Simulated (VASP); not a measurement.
# Fe (Im-3m) in VASP: notebook

The runs below take Fe through single point, with LDA.

Everything below comes from runs of VASP 6.6.1. Logs are shortened: lines on timing, memory, paths and dates and some standing lists are left out, and cuts for length are marked.

### Step 1. The cell of the first run

It takes space group Im-3m (No. 229, cubic). Conventional cell: a = 2.700 Å, b = 2.700 Å, c = 2.700 Å, α = 90.00°, β = 90.00°, γ = 90.00°. Within 3.1 Å of Fe (site symmetry m-3m) lie 14 Fe at 2.34 to 2.70 Å.

### Step 2. Single point, LDA

File INCAR:

```
SYSTEM = Fe
PREC = Accurate ; ENCUT = 520
EDIFF = 1E-6 ; ISMEAR = -1
SIGMA = 0.1 ; LREAL = .False.
LASPH = .True. ; NELM = 60
ALGO = Normal ; ISIF = 2
LWAVE = .False. ; LCHARG = .False.
NBANDS = 10
```

File KPOINTS:

```
Automatic mesh
0
Gamma
  8 8 8
  0 0 0
```

File POSCAR:

```
Fe
1.0
   -1.3498227879      1.3498227879      1.3498227879
    1.3498227879     -1.3498227879      1.3498227879
    1.3498227879      1.3498227879     -1.3498227879
Fe
1
Direct
    0.0000000000      0.0000000000      0.0000000000
```

Potentials or basis: VASP PAW LDA potentials, release 64 (Fe).

On the command line:

```bash
> cat potpaw_LDA.64/Fe/POTCAR > POTCAR
> mpirun -np 1 vasp_std > vasp.out
```

OUTCAR:

```text
SYSTEM = Fe
   PREC = Accurate
   ENCUT = 520
   EDIFF = 1E-6
   ISMEAR = -1
   LREAL = .False.
   LASPH = .True.
   NELM = 60
   ISIF = 2

 ion  position               nearest neighbor table
   1  0.000  0.000  0.000-

  LATTYP: Found a body centered cubic cell.
 ALAT       =     2.6996455758

  Lattice vectors:

 A1 = (  -1.3498227879,   1.3498227879,   1.3498227879)
 A2 = (   1.3498227879,  -1.3498227879,   1.3498227879)
 A3 = (   1.3498227879,   1.3498227879,  -1.3498227879)

Analysis of symmetry for initial positions (statically):
=====================================================================
 Subroutine PRICEL returns:
 Original cell was already a primitive cell.

 Routine SETGRP: Setting up the symmetry group for a
 body centered cubic supercell.

 Subroutine GETGRP returns: Found 48 space group operations
 (whereof 48 operations were pure point group operations)
 out of a pool of 48 trial point group operations.

The static configuration has the point symmetry O_h .

Analysis of symmetry for dynamics (positions and initial velocities):
=====================================================================
 Subroutine PRICEL returns:
 Original cell was already a primitive cell.

 Routine SETGRP: Setting up the symmetry group for a
 body centered cubic supercell.

 Subroutine GETGRP returns: Found 48 space group operations
 (whereof 48 operations were pure point group operations)
 out of a pool of 48 trial point group operations.

The dynamic configuration has the point symmetry O_h .

 Subroutine INISYM returns: Found 48 space group operations
 (whereof 48 operations are pure point group operations),
 and found     1 'primitive' translations

----------------------------------------------------------------------------------------

                                     Primitive cell

  volume of cell :       9.8376

  direct lattice vectors                    reciprocal lattice vectors
    -1.349822788  1.349822788  1.349822788     0.000000000  0.370418995  0.370418995
     1.349822788 -1.349822788  1.349822788     0.370418995  0.000000000  0.370418995
     1.349822788  1.349822788 -1.349822788     0.370418995  0.370418995  0.000000000

  length of vectors
     2.337961650  2.337961650  2.337961650     0.523851566  0.523851566  0.523851566

  position of ions in fractional coordinates (direct lattice)
     0.000000000  0.000000000  0.000000000

  ion indices of the primitive-cell ions
   primitive index   ion index
                 1           1

----------------------------------------------------------------------------------------

 KPOINTS: Automatic mesh

Automatic generation of k-mesh.
 Grid dimensions read from file:
 generate k-points for:    8    8    8

 Generating k-lattice:

  Cartesian coordinates                     Fractional coordinates (reciprocal lattice)
     0.000000000  0.046302374  0.046302374     0.125000000  0.000000000  0.000000000
     0.046302374  0.000000000  0.046302374     0.000000000  0.125000000  0.000000000
     0.046302374  0.046302374  0.000000000     0.000000000  0.000000000  0.125000000

  Length of vectors
     0.065481446  0.065481446  0.065481446

  Shift w.r.t. Gamma in fractional coordinates (k-lattice)
     0.000000000  0.000000000  0.000000000

 Subroutine IBZKPT returns following result:
 ===========================================

 Found     29 irreducible k-points:

 Following reciprocal coordinates:
            Coordinates               Weight
  0.000000  0.000000  0.000000      1.000000
  0.125000  0.000000  0.000000     12.000000
  0.250000  0.000000  0.000000     12.000000
  0.375000  0.000000  0.000000     12.000000
  0.500000  0.000000  0.000000      6.000000
  0.125000  0.125000  0.000000     24.000000
[... 16 lines left out ...]
 -0.250000  0.250000  0.250000      6.000000
 -0.375000  0.375000  0.250000     24.000000
 [... further k-points ...]
   k-points           NKPTS =     29   k-points in BZ     NKDIM =     29   number of bands    NBANDS=     10
   number of dos      NEDOS =    301   number of ions     NIONS =      1
   total plane-waves  NPLWV =   5832
   dimension x,y,z NGX =    18 NGY =   18 NGZ =   18
   dimension x,y,z NGXF=    36 NGYF=   36 NGZF=   36
   ions per type =               1
   NGX,Y,Z   is equivalent  to a cutoff of  12.80, 12.80, 12.80 a.u.
   NGXF,Y,Z  is equivalent  to a cutoff of  25.60, 25.60, 25.60 a.u.
 SYSTEM =  Fe
   PREC   = accura    normal or accurate (medium, high low for compatibility)
   ISTART =      0    job   : 0-new  1-cont  2-samecut
   ICHARG =      2    charge: 1-file 2-atom 10-const
   ISPIN  =      1    spin polarized calculation?
   LNONCOLLINEAR =      F non collinear calculations
   LSORBIT =      F    spin-orbit coupling
   LASPH  =      T    aspherical Exc in radial PAW
   ENCUT  =  520.0 eV  38.22 Ry    6.18 a.u.   4.35  4.35  4.35*2*pi/ulx,y,z
   NELM   =     60;   NELMIN=  2; NELMDL= -5     # of ELM steps
   EDIFF  = 0.1E-05   stopping-criterion for ELM
   LREAL  =      F    real-space projection
   EDIFFG = 0.1E-04   stopping-criterion for IOM
   NSW    =      0    number of steps for IOM
   IBRION =     -1    ionic relax: 0-MD 1-quasi-New 2-CG
   NFREE  =      0    steps in history (QN), initial steepest desc. (CG)
   ISIF   =      2    stress and relaxation
   ISYM   =      2    0-nonsym 1-usesym 2-fastsym
   POTIM  = 0.5000    time-step for ionic-motion
   TEBEG  =    0.0;   TEEND  =   0.0 temperature during run
   PSTRESS=    0.0 pullay stress
   NELECT =       8.0000    total number of electrons
   NUPDOWN=      -1.0000    fix difference up-down
   EMIN   =  10.00;   EMAX   =-10.00  energy-range for DOS
   EFERMI =   0.00;   METHOD = LEGACY
   ISMEAR =    -1;   SIGMA  =   0.10  broadening in eV -4-tet -1-fermi 0-gaus
   EFERMI_NEDOS =   21; number of points for ismear=-14 and -15
   IALGO  =     38    algorithm
   IMIX   =      4    mixing-type and parameters
     AMIX     =   0.40;   BMIX     =  1.00
     AMIX_MAG =   1.60;   BMIX_MAG =  1.00
  volume/ion in A,a.u.               =       9.84        66.39
  Fermi-wavevector in a.u.,A,eV,Ry     =   1.528064  2.887621 31.769306  2.334978
  Thomas-Fermi vector in A             =   2.635874
   LORBIT       =      0    0 simple, 1 ext, 2 COOP (PROOUT), +10 PAW based schemes
   GGA     = CA    functional components
   LHFCALC =     F    Hartree Fock is set to
   AEXX    =    0.0000 exact exchange contribution
   IVDW    =     0    specifies the selected vdW correction
   LEPSILON=     F    determine dielectric tensor
   LRPA    =     F    only Hartree local field effects (RPA)
 non-spin polarized calculation
  energy-cutoff  :      520.00
  volume of cell :        9.84
 maximum number of plane-waves:       276
 NGX is ok and might be reduce to    18
   NGX =  9   NGY =  9   NGZ =  9

 number of electron       8.0000003 magnetization

 Free energy of the ion-electron system (eV)
  ---------------------------------------------------
  ext. energy  EPLUGINS =         0.00000000
  ---------------------------------------------------
  free energy    TOTEN  =        -9.04386175 eV

  energy without entropy =       -8.95058197  energy(sigma->0) =       -8.99722186

 E-fermi :   7.3696     XC(G=0): -14.2735

 val. band max:        7.3678031731   @ k =   0.2500   0.1250   0.1250
 cond. band min:       7.3878183792   @ k =   0.2500   0.0000   0.0000
 fundamental gap:      0.0200152061
 Fermi energy:         7.3695928208

 k-point     1 :       0.0000    0.0000    0.0000
  band No.  band energies     occupation
      1      -1.8887      2.00000
      2       5.3847      2.00000
      3       5.3847      2.00000
      4       5.3847      2.00000
      5       7.2888      1.38331
      6       7.2888      1.38331
      7      33.6924      0.00000
      8      33.6924      0.00000
      9      33.6924      0.00000
     10      39.9558      0.00000

 k-point     2 :       0.1250    0.0000    0.0000
  band No.  band energies     occupation
      1      -1.1765      2.00000
      2       5.1572      2.00000
      3       5.3367      2.00000
      4       5.8200      2.00000
      5       7.0851      1.89007
      6       7.3097      1.29102
      7      30.6498      0.00000
      8      32.7904      0.00000
      9      33.5888      0.00000
     10      38.8959      0.00000

 k-point     3 :       0.2500    0.0000    0.0000
  band No.  band energies     occupation
      1       0.6211      2.00000
      2       4.6341      2.00000
      3       5.1580      2.00000
      4       6.9596      1.96738
      5       6.9942      1.95423
      6       7.3878      0.90912
      7      25.0578      0.00000
      8      30.1254      0.00000
      9      33.4132      0.00000
     10      34.5635      0.00000

 k-point     4 :       0.3750    0.0000    0.0000
  band No.  band energies     occupation
      1       1.9200      2.00000
      2       4.1436      2.00000
      3       6.1887      1.99999
      4       7.2303      1.60199
      5       7.5083      0.39990
      6       8.2671      0.00025
      7      19.5204      0.00000
      8      27.8061      0.00000
      9      31.3005      0.00000
     10      33.2972      0.00000
[... 222 lines left out ...]
 k-point    22 :       0.2500    0.2500    0.2500
  band No.  band energies     occupation
      1       4.0741      2.00000
      2       4.0741      2.00000
      3       4.0741      2.00000
      4       7.6235      0.14637
      5       7.6235      0.14637
      6      17.4055      0.00000
      7      17.4055      0.00000
      8      17.4055      0.00000
      9      20.2436      0.00000
     10      49.0913      0.00000

 k-point    23 :      -0.2500    0.2500    0.2500
  band No.  band energies     occupation
      1       2.3695      2.00000
      2       4.6451      2.00000
      3       5.9072      2.00000
      4       5.9072      2.00000
      5       6.9033      1.98130
      6       8.7201      0.00000
      7      26.5943      0.00000
      8      26.5943      0.00000
      9      26.6257      0.00000
     10      29.4374      0.00000

 k-point    24 :      -0.3750    0.3750    0.2500
  band No.  band energies     occupation
      1       3.0485      2.00000
      2       3.7613      2.00000
      3       5.9237      2.00000
      4       6.5134      1.99962
      5       8.0238      0.00288
      6      10.7754      0.00000
      7      20.9409      0.00000
      8      24.0027      0.00000
      9      26.6786      0.00000
     10      30.4327      0.00000

 [... further k-points ...]
[... 5 lines left out ...]
  --------------------------------------------------------------------------------------
  -------------------------------------------------------------------------------------
  Total       -0.0336426     -0.0336426     -0.0336426     -0.0000000      0.0000000     -0.0000000
  in kB       -5.4791015     -5.4791015     -5.4791015     -0.0000000      0.0000000     -0.0000000
  external PRESSURE =      -5.4791015 kB  Pullay stress =       0.0000000 kB

 VOLUME and BASIS-vectors are now :
 -----------------------------------------------------------------------------
  energy-cutoff  :      520.00
  volume of cell :        9.84
      direct lattice vectors                 reciprocal lattice vectors
    -1.349822788  1.349822788  1.349822788     0.000000000  0.370418995  0.370418995
     1.349822788 -1.349822788  1.349822788     0.370418995  0.000000000  0.370418995
     1.349822788  1.349822788 -1.349822788     0.370418995  0.370418995  0.000000000

 POSITION                                       TOTAL-FORCE (eV/Angst)
 -----------------------------------------------------------------------------------
      0.00000      0.00000      0.00000         0.000000      0.000000     -0.000000
 -----------------------------------------------------------------------------------
    total drift:                                0.000000     -0.000000      0.000000

  FREE ENERGIE OF THE ION-ELECTRON SYSTEM (eV)
  ---------------------------------------------------
  free  energy   TOTEN  =        -9.0438617496 eV

  energy  without entropy=       -8.9505819714  energy(sigma->0) =       -8.99722186
```

It took 2.6 s on 1 thread of AMD EPYC 7R13 (Zen 3), shared host; peak memory 0.08 GiB.

What came out:

- Free energy: -9.0439 eV
- Pressure: -0.5 GPa
- Band gap on the k mesh: zero (band 4 reaches 8.52 eV, above the bottom of band 5 at 6.50 eV)

Caveat: the k points lie up to 0.41 Å⁻¹ apart; the run has no spin polarisation, though such a crystal can be magnetic. Spin polarisation is off, so any magnetic state and its effect on volume and gap are missing.

### Step 3. Single point, LDA

File INCAR:

```
ALGO = Normal
EDIFF = 1E-6
ENCUT = 520
GGA = CA
ISIF = 2
ISMEAR = -1
LASPH = True
LCHARG = True
LELF = True
LREAL = False
LVHAR = True
LWAVE = False
NBANDS = 10
NELM = 100
PREC = Accurate
SIGMA = 0.1
```

File KPOINTS:

```
k-points
0
Gamma
  10 10 10
```

POSCAR is that of step 2.

Potentials or basis: VASP PAW LDA potentials, release 64 (Fe).

On the command line:

```bash
> cat potpaw_LDA.64/Fe/POTCAR > POTCAR
> mpirun -np 1 vasp_std > vasp.out
```

Run time: 4 s. Hardware: 1 thread of AMD EPYC 7R13 (Zen 3), shared host; peak memory 0.08 GiB.

The run converged. Its results:

```
Free energy            : -9.0277 eV
Pressure               : -0.1 GPa
Band gap on the k mesh : zero (band 4 reaches 8.51 eV, above the bottom of band 5 at 6.41 eV)
```

Levels at points of the mesh, in eV from the Fermi level:
```
           k point  band 1  band 2  band 3  band 4  band 5  band 6  band 7  band 8
(0.00, 0.00, 0.00)   -9.21   -1.95   -1.95   -1.95   -0.06   -0.06   26.37   26.37
(0.50, 0.00, 0.00)   -5.31   -3.38   -0.06    0.22    0.59    1.54    9.26   19.61
(0.50, 0.50, 0.50)   -5.13   -5.13    1.18    1.18    1.18   11.09   11.09   11.09
```

Caveat: the run has no spin polarisation, though such a crystal can be magnetic. Spin polarisation is off, so any magnetic state and its effect on volume and gap are missing.

### Step 4. Single point, LDA

File INCAR:

```
ALGO = Normal
EDIFF = 1E-6
ENCUT = 520
ISIF = 2
ISMEAR = -1
LASPH = True
LCHARG = False
LREAL = False
LWAVE = False
NBANDS = 10
NELM = 100
PREC = Accurate
SIGMA = 0.1
```

File KPOINTS:

```
k-points
0
Gamma
  13 13 13
```

POSCAR is that of step 3.

On the command line:

```bash
> cat potpaw_LDA.64/Fe/POTCAR > POTCAR
> mpirun -np 1 vasp_std > vasp.out
```

It took 5.8 s on 1 thread of AMD EPYC 7R13 (Zen 3), shared host; peak memory 0.09 GiB.

The run converged. Its results:

```yaml
Free_energy: -9.0284 eV
Pressure: -0.1 GPa
Band_gap_on_the_k_mesh: zero (band 4 reaches 8.39 eV, above the bottom of band 5 at 6.12 eV)
```

Levels at points of the mesh, in eV from the Fermi level:
```
           k point  band 1  band 2  band 3  band 4  band 5  band 6  band 7  band 8
(0.00, 0.00, 0.00)   -9.23   -1.96   -1.96   -1.96   -0.06   -0.06   26.36   26.36
```

Caveat: the run has no spin polarisation, though such a crystal can be magnetic. Spin polarisation is off, so any magnetic state and its effect on volume and gap are missing.

### Step 5. Single point, LDA

File INCAR:

```
SYSTEM = Fe
PREC = Accurate ; ENCUT = 520
EDIFF = 1E-7 ; ISMEAR = -1
SIGMA = 0.1 ; LREAL = .False.
LASPH = .True. ; NELM = 60
ALGO = Normal ; ISIF = 2
LWAVE = .False. ; LCHARG = .False.
NBANDS = 10
```

File KPOINTS:

```
Automatic mesh
0
Gamma
  17 17 17
  0 0 0
```

POSCAR is that of step 4.

Potentials or basis: VASP PAW LDA potentials, release 64 (Fe).

On the command line:

```bash
> cat potpaw_LDA.64/Fe/POTCAR > POTCAR
> mpirun -np 1 vasp_std > vasp.out
```

OUTCAR:

```text
SYSTEM = Fe
   PREC = Accurate
   ENCUT = 520
   EDIFF = 1E-7
   ISMEAR = -1
   LREAL = .False.
   LASPH = .True.
   NELM = 60
   ISIF = 2

 ion  position               nearest neighbor table
   1  0.000  0.000  0.000-

  LATTYP: Found a body centered cubic cell.
 ALAT       =     2.6996455758

  Lattice vectors:

 A1 = (  -1.3498227879,   1.3498227879,   1.3498227879)
 A2 = (   1.3498227879,  -1.3498227879,   1.3498227879)
 A3 = (   1.3498227879,   1.3498227879,  -1.3498227879)

[... 481 lines left out ...]
      2       4.5024      2.00000
      3       4.6649      2.00000
      4       6.8321      1.98629
      5       7.5330      0.23155
      6       8.0266      0.00188
      7      24.4147      0.00000
      8      25.5873      0.00000
      9      31.5787      0.00000
     10      34.9991      0.00000

 [... further k-points ...]
[... 5 lines left out ...]
  --------------------------------------------------------------------------------------
  -------------------------------------------------------------------------------------
  Total       -0.0081263     -0.0081263     -0.0081263     -0.0000000      0.0000000      0.0000000
  in kB       -1.3234609     -1.3234609     -1.3234609     -0.0000000      0.0000000      0.0000000
  external PRESSURE =      -1.3234609 kB  Pullay stress =       0.0000000 kB

 VOLUME and BASIS-vectors are now :
 -----------------------------------------------------------------------------
  energy-cutoff  :      520.00
  volume of cell :        9.84
      direct lattice vectors                 reciprocal lattice vectors
    -1.349822788  1.349822788  1.349822788     0.000000000  0.370418995  0.370418995
     1.349822788 -1.349822788  1.349822788     0.370418995  0.000000000  0.370418995
     1.349822788  1.349822788 -1.349822788     0.370418995  0.370418995  0.000000000

 POSITION                                       TOTAL-FORCE (eV/Angst)
 -----------------------------------------------------------------------------------
      0.00000      0.00000      0.00000         0.000000      0.000000      0.000000
 -----------------------------------------------------------------------------------
    total drift:                                0.000000     -0.000000      0.000000

  FREE ENERGIE OF THE ION-ELECTRON SYSTEM (eV)
  ---------------------------------------------------
  free  energy   TOTEN  =        -9.0280657489 eV

  energy  without entropy=       -8.9294757208  energy(sigma->0) =       -8.97877073
```

stdout:

```text
POSCAR found type information on POSCAR Fe
 POSCAR found :  1 types and       1 ions
 scaLAPACK will be used
 LDA part: xc-table for (Slater(with rela. corr.)+CA(PZ))
 , standard interpolation
 POSCAR, INCAR and KPOINTS ok, starting setup
 FFT: planning ... GRIDC
 FFT: planning ... GRID_SOFT
 FFT: planning ... GRID
 WAVECAR not read
 entering main loop
```

It took 11 s on 1 thread of AMD EPYC 7R13 (Zen 3), shared host; peak memory 0.1 GiB.

Results:

* Free energy: -9.0281 eV
* Pressure: -0.1 GPa
* Band gap on the k mesh: zero (band 4 reaches 8.43 eV, above the bottom of band 5 at 6.20 eV)

Caveat: the run has no spin polarisation, though such a crystal can be magnetic. Spin polarisation is off, so any magnetic state and its effect on volume and gap are missing.

### Step 6. Single point, LDA

File INCAR:

```
PREC = Accurate ; ENCUT = 520
EDIFF = 1E-6 ; ISMEAR = -1
SIGMA = 0.1 ; LREAL = F
LASPH = T ; NELM = 80
ALGO = Normal ; ISIF = 2
LWAVE = F ; LCHARG = F
GGA = CA ; NBANDS = 10
```

File KPOINTS:

```
regular mesh
0
Gamma
  24 24 24
```

POSCAR is that of step 5.

Potentials or basis: VASP PAW LDA potentials, release 64 (Fe).

On the command line:

```bash
> cat potpaw_LDA.64/Fe/POTCAR > POTCAR
> mpirun -np 1 vasp_std > vasp.out
```

Run time: 26 s. Hardware: 1 thread of AMD EPYC 7R13 (Zen 3), shared host; peak memory 0.12 GiB.

Results (log left out):

```
Free energy            : -9.0287 eV
Pressure               : -0.2 GPa
Band gap on the k mesh : zero (band 4 reaches 8.51 eV, above the bottom of band 5 at 6.12 eV)
```

Levels at points of the mesh, in eV from the Fermi level:
| k point | band 1 | band 2 | band 3 | band 4 | band 5 | band 6 | band 7 | band 8 |
| --- | --- | --- | --- | --- | --- | --- | --- | --- |
| (0.00, 0.00, 0.00) | -9.22 | -1.96 | -1.96 | -1.96 | -0.06 | -0.06 | 26.37 | 26.37 |
| (0.50, 0.00, 0.00) | -5.31 | -3.39 | -0.07 | 0.22 | 0.58 | 1.53 | 9.26 | 19.61 |
| (0.50, 0.50, 0.50) | -5.13 | -5.13 | 1.18 | 1.18 | 1.18 | 11.08 | 11.08 | 11.08 |

Caveat: the run has no spin polarisation, though such a crystal can be magnetic.

### Step 7. Overview

| k mesh | gap on the mesh (eV) | pressure (GPa) |
| --- | --- | --- |
| 8 × 8 × 8 | none | -0.5 |
| 10 × 10 × 10 | none | -0.1 |
| 13 × 13 × 13 | none | -0.1 |
| 17 × 17 × 17 | none | -0.1 |
| 24 × 24 × 24 | none | -0.2 |

Alike in all rows: task single point; level LDA; potentials or basis VASP PAW LDA potentials, release 64 (Fe); no spin polarisation; cell as given; cutoff (eV) 520; smearing fermi-dirac 0.1 eV.

Caveats: some runs use coarse meshes; the run has no spin polarisation, though such a crystal can be magnetic.

Absolute energies hang on the potentials; compare differences alone.
